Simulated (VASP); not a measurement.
# TaN (P-6m2) in VASP: single point with PBE

Aim: the single point of TaN with PBE.

All numbers are computed with VASP 6.6.1; they aren't measurements. Logs are shortened: lines on timing, memory, paths and dates and some standing lists are left out, and cuts for length are marked.

## 1. The cell of the first run

Symmetry: P-6m2, No. 187, hexagonal system. The conventional cell has a = 2.950 Å, b = 2.950 Å, c = 2.898 Å, α = 90.00°, β = 90.00°, γ = 120.00°. Ta (site symmetry -6m2) has 6 N at 2.24 Å and 8 Ta at 2.90 to 2.95 Å within 3.0 Å. Within 3.0 Å of N (site symmetry -6m2) lie 6 Ta at 2.24 Å and 8 N at 2.90 to 2.95 Å.

## 2. Single point, PBE, non-collinear spin, zero start, spin-orbit coupling

File INCAR:

```
ALGO = Normal
EDIFF = 1E-7
ENCUT = 520
GGA = PE
GGA_COMPAT = False
ISIF = 2
ISMEAR = 0
LASPH = True
LCHARG = False
LMAXMIX = 4
LORBIT = 11
LORBMOM = True
LREAL = False
LSORBIT = True
LWAVE = False
MAGMOM = 0 0 0 0 0 0
NBANDS = 28
NELM = 150
PREC = Accurate
SIGMA = 0.1
```

File KPOINTS:

```
k-points
0
Gamma
  21 21 20
```

File POSCAR:

```
TaN
1.0
    2.9502045230      0.0000000000      0.0000000000
   -1.4751022615      2.5549520633      0.0000000000
    0.0000000000      0.0000000000      2.8977883030
Ta N
1 1
Direct
    0.3333333333      0.6666666667      0.5000000000
    0.0000000000      0.0000000000      0.0000000000
```

Potentials or basis: VASP PAW PBE potentials, release 64 (Ta_pv, N).

Launch:

```bash
$ cat potpaw_PBE.64/Ta_pv/POTCAR potpaw_PBE.64/N/POTCAR > POTCAR
$ mpirun -np 1 vasp_ncl > vasp.out
```

OUTCAR:

```text
EDIFF = 1E-7
   ENCUT = 520
   GGA = PE
   ISIF = 2
   ISMEAR = 0
   LASPH = True
   LORBIT = 11
   LREAL = False
   LSORBIT = True
   NELM = 150
   PREC = Accurate

 ion  position               nearest neighbor table
   1  0.333  0.667  0.500-   2 2.24   2 2.24   2 2.24   2 2.24   2 2.24   2 2.24
   2  0.000  0.000  0.000-   1 2.24   1 2.24   1 2.24   1 2.24   1 2.24   1 2.24

  LATTYP: Found a hexagonal cell.
 ALAT       =     2.9502045230
 C/A-ratio  =     0.9822330216

  Lattice vectors:

 A1 = (   2.9502045230,   0.0000000000,   0.0000000000)
 A2 = (  -1.4751022615,   2.5549520633,   0.0000000000)
 A3 = (   0.0000000000,   0.0000000000,   2.8977883030)

Analysis of symmetry for initial positions (statically):
=====================================================================
 Subroutine PRICEL returns:
 Original cell was already a primitive cell.

 Routine SETGRP: Setting up the symmetry group for a
 hexagonal supercell.

 Subroutine GETGRP returns: Found 12 space group operations
 (whereof 12 operations were pure point group operations)
 out of a pool of 24 trial point group operations.

The static configuration has the point symmetry D_3h.

Analysis of symmetry for dynamics (positions and initial velocities):
=====================================================================
 Subroutine PRICEL returns:
 Original cell was already a primitive cell.

 Routine SETGRP: Setting up the symmetry group for a
 hexagonal supercell.

 Subroutine GETGRP returns: Found 12 space group operations
 (whereof 12 operations were pure point group operations)
 out of a pool of 24 trial point group operations.

The dynamic configuration has the point symmetry D_3h.

Analysis of structural, dynamic, and magnetic symmetry:
=====================================================================
 Subroutine PRICEL returns:
 Original cell was already a primitive cell.

 Routine SETGRP: Setting up the symmetry group for a
 hexagonal supercell.

 Subroutine GETGRP returns: Found 12 space group operations
 (whereof 12 operations were pure point group operations)
 out of a pool of 24 trial point group operations.

The overall configuration has the point symmetry D_3h.

 Subroutine INISYM returns: Found 12 space group operations
 (whereof 12 operations are pure point group operations),
 and found     1 'primitive' translations

----------------------------------------------------------------------------------------

                                     Primitive cell

  volume of cell :      21.8425

  direct lattice vectors                    reciprocal lattice vectors
     2.950204523  0.000000000  0.000000000     0.338959551  0.195698388  0.000000000
    -1.475102262  2.554952063  0.000000000     0.000000000  0.391396776  0.000000000
     0.000000000  0.000000000  2.897788303     0.000000000  0.000000000  0.345090771

  length of vectors
     2.950204523  2.950204523  2.897788303     0.391396776  0.391396776  0.345090771

  position of ions in fractional coordinates (direct lattice)
     0.333333333  0.666666667  0.500000000
     0.000000000  0.000000000  0.000000000

  ion indices of the primitive-cell ions
   primitive index   ion index
                 1           1
                 2           2

----------------------------------------------------------------------------------------

 KPOINTS: k-points

Automatic generation of k-mesh.
 Grid dimensions read from file:
 generate k-points for:   21   21   20

 Generating k-lattice:

  Cartesian coordinates                     Fractional coordinates (reciprocal lattice)
     0.016140931  0.009318971  0.000000000     0.047619048  0.000000000  0.000000000
     0.000000000  0.018637942  0.000000000     0.000000000  0.047619048  0.000000000
     0.000000000  0.000000000  0.017254539     0.000000000  0.000000000  0.050000000

  Length of vectors
     0.018637942  0.018637942  0.017254539

  Shift w.r.t. Gamma in fractional coordinates (k-lattice)
     0.000000000  0.000000000  0.000000000

 Subroutine IBZKPT returns following result:
 ===========================================

 Found    935 irreducible k-points:

 Following reciprocal coordinates:
            Coordinates               Weight
  0.000000  0.000000  0.000000      1.000000
  0.047619  0.000000  0.000000      3.000000
 -0.047619  0.000000  0.000000      3.000000
  0.095238  0.000000  0.000000      3.000000
[... 42 lines left out ...]
   NSW    =      0    number of steps for IOM
   IBRION =     -1    ionic relax: 0-MD 1-quasi-New 2-CG
   NFREE  =      0    steps in history (QN), initial steepest desc. (CG)
   ISIF   =      2    stress and relaxation
   ISYM   =      2    0-nonsym 1-usesym 2-fastsym
   POTIM  = 0.5000    time-step for ionic-motion
   TEBEG  =    0.0;   TEEND  =   0.0 temperature during run
   PSTRESS=    0.0 pullay stress
   NELECT =      16.0000    total number of electrons
   NUPDOWN=      -1.0000    fix difference up-down
   EMIN   =  10.00;   EMAX   =-10.00  energy-range for DOS
   EFERMI =   0.00;   METHOD = LEGACY
   ISMEAR =     0;   SIGMA  =   0.10  broadening in eV -4-tet -1-fermi 0-gaus
   EFERMI_NEDOS =   21; number of points for ismear=-14 and -15
   IALGO  =     38    algorithm
   IMIX   =      4    mixing-type and parameters
     AMIX     =   0.40;   BMIX     =  1.00
     AMIX_MAG =   1.60;   BMIX_MAG =  1.00
  volume/ion in A,a.u.               =      10.92        73.70
  Fermi-wavevector in a.u.,A,eV,Ry     =   1.475755  2.788773 29.631493  2.177853
  Thomas-Fermi vector in A             =   2.590366
   LORBIT       =     11    0 simple, 1 ext, 2 COOP (PROOUT), +10 PAW based schemes
   GGA     = PE    functional components
   LHFCALC =     F    Hartree Fock is set to
   AEXX    =    0.0000 exact exchange contribution
   IVDW    =     0    specifies the selected vdW correction
   LEPSILON=     F    determine dielectric tensor
   LRPA    =     F    only Hartree local field effects (RPA)
 Gauss-broadening in eV      SIGMA  =   0.10
  energy-cutoff  :      520.00
  volume of cell :       21.84
 maximum number of plane-waves:      1222
 NGX is ok and might be reduce to    24
   NGX = 11   NGY = 11   NGZ = 11

 number of electron      16.0000001 magnetization       0.0000000      0.0000000      0.0000000

 number of electron      16.0000001 magnetization      -0.0000000     -0.0000000     -0.0000000

 number of electron      16.0000001 magnetization      -0.0000000      0.0000000      0.0000000

 number of electron      16.0000001 magnetization      -0.0000000      0.0000000     -0.0000000

 Free energy of the ion-electron system (eV)
  ---------------------------------------------------
  ext. energy  EPLUGINS =         0.00000000
  ---------------------------------------------------
  free energy    TOTEN  =       -23.11442973 eV

  energy without entropy =      -23.11424289  energy(sigma->0) =      -23.11433631

 E-fermi :   8.1771     XC(G=0): -13.2739

 val. band max:        8.1539804121   @ k =   0.0000   0.0000   0.3000
 cond. band min:       8.2476108189   @ k =   0.0476   0.0000   0.4500
 fundamental gap:      0.0936304068
 Fermi energy:         8.1770874077

 k-point     1 :       0.0000    0.0000    0.0000
  band No.  band energies     occupation
      1     -32.0173      1.00000
      2     -32.0173      1.00000
      3     -24.1837      1.00000
      4     -24.1837      1.00000
      5     -23.9861      1.00000
      6     -23.9861      1.00000
[... 733 lines left out ...]
     27      21.0903      0.00000
     28      21.1017      0.00000

 [... further k-points ...]

------------------------ aborting loop because EDIFF is reached ----------------------------------------

  FORCE on cell =-STRESS in cart. coord.  units (eV):
  Direction    XX          YY          ZZ          XY          YZ          ZX
  --------------------------------------------------------------------------------------
  -------------------------------------------------------------------------------------
  Total        0.1389024      0.1389024      0.1403899      0.0000000     -0.0000000      0.0000000
  in kB       10.1887011     10.1887011     10.2978131      0.0000000     -0.0000000      0.0000000
  external PRESSURE =      10.2250718 kB  Pullay stress =       0.0000000 kB

 VOLUME and BASIS-vectors are now :
 -----------------------------------------------------------------------------
  energy-cutoff  :      520.00
  volume of cell :       21.84
      direct lattice vectors                 reciprocal lattice vectors
     2.950204523  0.000000000  0.000000000     0.338959551  0.195698388  0.000000000
    -1.475102262  2.554952063  0.000000000     0.000000000  0.391396776  0.000000000
     0.000000000  0.000000000  2.897788303     0.000000000  0.000000000  0.345090771

 POSITION                                       TOTAL-FORCE (eV/Angst)
 -----------------------------------------------------------------------------------
     -0.00000      1.70330      1.44889        -0.000000      0.000000      0.000000
      0.00000      0.00000      0.00000         0.000000     -0.000000      0.000000
 -----------------------------------------------------------------------------------
    total drift:                                0.000000     -0.000000      0.000000

  FREE ENERGIE OF THE ION-ELECTRON SYSTEM (eV)
  ---------------------------------------------------
  free  energy   TOTEN  =       -23.1144297314 eV

  energy  without entropy=      -23.1142428908  energy(sigma->0) =      -23.11433631

 orbital moment (x)

 # of ion     p       d       tot
 ----------------------------------------
  1        -0.000  -0.000  -0.000
  2         0.000   0.000   0.000
 ----------------------------------------
            0.000  -0.000  -0.000

 orbital moment (y)

 # of ion     p       d       tot
 ----------------------------------------
  1         0.000   0.000   0.000
  2        -0.000   0.000  -0.000
 ----------------------------------------
           -0.000   0.000   0.000

 orbital moment (z)

 # of ion     p       d       tot
 ----------------------------------------
  1         0.000   0.000   0.000
  2         0.000   0.000   0.000
 ----------------------------------------
            0.000   0.000   0.000

 Spin-Orbit-Coupling matrix elements

 Ion:    1  E_soc:     -1.3208472
 l=   1
     0.0000000    -0.2024906    -0.2054482
    -0.2024906     0.0000000    -0.2024906
    -0.2054482    -0.2024906     0.0000000
 l=   2
     0.0000000    -0.0029765     0.0000000    -0.0029765    -0.0183397
    -0.0029765     0.0000000    -0.0089814    -0.0017857    -0.0029765
     0.0000000    -0.0089814     0.0000000    -0.0089814     0.0000000
    -0.0029765    -0.0017857    -0.0089814     0.0000000    -0.0029765
    -0.0183397    -0.0029765     0.0000000    -0.0029765     0.0000000
 l=   3
     0.0000000     0.0000000     0.0000000     0.0000000     0.0000000     0.0000000     0.0000000
     0.0000000     0.0000000     0.0000000     0.0000000     0.0000000     0.0000000     0.0000000
     0.0000000     0.0000000     0.0000000     0.0000000     0.0000000     0.0000000     0.0000000
     0.0000000     0.0000000     0.0000000     0.0000000     0.0000000     0.0000000     0.0000000
     0.0000000     0.0000000     0.0000000     0.0000000     0.0000000     0.0000000     0.0000000
     0.0000000     0.0000000     0.0000000     0.0000000     0.0000000     0.0000000     0.0000000
     0.0000000     0.0000000     0.0000000     0.0000000     0.0000000     0.0000000     0.0000000

 Ion:    2  E_soc:     -0.0004773
 l=   1
     0.0000000    -0.0000805    -0.0000776
    -0.0000805     0.0000000    -0.0000805
    -0.0000776    -0.0000805     0.0000000
 l=   2
     0.0000000     0.0000000     0.0000000     0.0000000     0.0000000
     0.0000000     0.0000000     0.0000000     0.0000000     0.0000000
     0.0000000     0.0000000     0.0000000     0.0000000     0.0000000
     0.0000000     0.0000000     0.0000000     0.0000000     0.0000000
     0.0000000     0.0000000     0.0000000     0.0000000     0.0000000
 l=   3
     0.0000000     0.0000000     0.0000000     0.0000000     0.0000000     0.0000000     0.0000000
     0.0000000     0.0000000     0.0000000     0.0000000     0.0000000     0.0000000     0.0000000
     0.0000000     0.0000000     0.0000000     0.0000000     0.0000000     0.0000000     0.0000000
     0.0000000     0.0000000     0.0000000     0.0000000     0.0000000     0.0000000     0.0000000
     0.0000000     0.0000000     0.0000000     0.0000000     0.0000000     0.0000000     0.0000000
     0.0000000     0.0000000     0.0000000     0.0000000     0.0000000     0.0000000     0.0000000
     0.0000000     0.0000000     0.0000000     0.0000000     0.0000000     0.0000000     0.0000000

 total charge

# of ion       s       p       d       tot
------------------------------------------
    1        0.301   6.258   2.416   8.975
    2        1.229   2.495   0.000   3.724
--------------------------------------------------
tot          1.530   8.752   2.416  12.699

 magnetization (x)

# of ion       s       p       d       tot
------------------------------------------
    1        0.000   0.000   0.000   0.000
    2       -0.000   0.000   0.000  -0.000
--------------------------------------------------
tot         -0.000   0.000   0.000  -0.000

 magnetization (y)

# of ion       s       p       d       tot
------------------------------------------
    1        0.000   0.000   0.000   0.000
    2        0.000   0.000   0.000   0.000
--------------------------------------------------
tot          0.000   0.000   0.000   0.000

 magnetization (z)

# of ion       s       p       d       tot
------------------------------------------
    1        0.000  -0.000   0.000  -0.000
    2       -0.000  -0.000   0.000  -0.000
--------------------------------------------------
tot         -0.000  -0.000   0.000  -0.000
```

It took 25 min on 1 thread of Oxide Virtual Turin-like, shared host; peak memory 0.8 GiB.

Results:

```
Free energy                                           : -23.1144 eV
Pressure                                              : 1.0 GPa
Net moment                                            : 0.00 μB per cell
Valence electrons inside the program's atomic spheres : Ta 8.97; N 3.72
```

Moments on the atoms (μB; x, y, z):
```
Ta  0.00 0.00 0.00
N   0.00 0.00 0.00
```
